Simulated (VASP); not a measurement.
Here is a VASP 6.6.1 calculation.

The input INCAR:

```
  PREC = Accurate
  ENCUT = 520
  EDIFF = 1E-6
  ISMEAR = -1
  SIGMA = 0.02
  LREAL = F
  LASPH = T
  NELM = 60
  ALGO = Normal
  ISIF = 2
  LWAVE = F
  LCHARG = F
  GGA = PE
  NBANDS = 12
```

KPOINTS

```
Automatic mesh
0
Gamma
  8 8 8
```

Contents of POSCAR:

```
LiCl
1.0
   -0.0748246154      2.5578934892      2.5578934892
    2.5578934892     -0.0748246154      2.5578934892
    2.5578934892      2.5578934892     -0.0748246154
Li Cl
1 1
Direct
    0.0000000000      0.0000000000      0.0000000000
    0.5000000000      0.5000000000      0.5000000000
```

Potentials or basis: VASP PAW PBE potentials, release 64 (Li_sv, Cl).

The run is started by

```bash
$ cat potpaw_PBE.64/Li_sv/POTCAR potpaw_PBE.64/Cl/POTCAR > POTCAR
$ mpirun -np 1 vasp_std > vasp.out
```

Problem. Estimate the band gap on the k mesh.

Solution. 5.97 eV, direct.

Caveat: the cell differs from its parent crystal (epitaxial 111 strain +3.0%). A k mesh can miss the band edges.
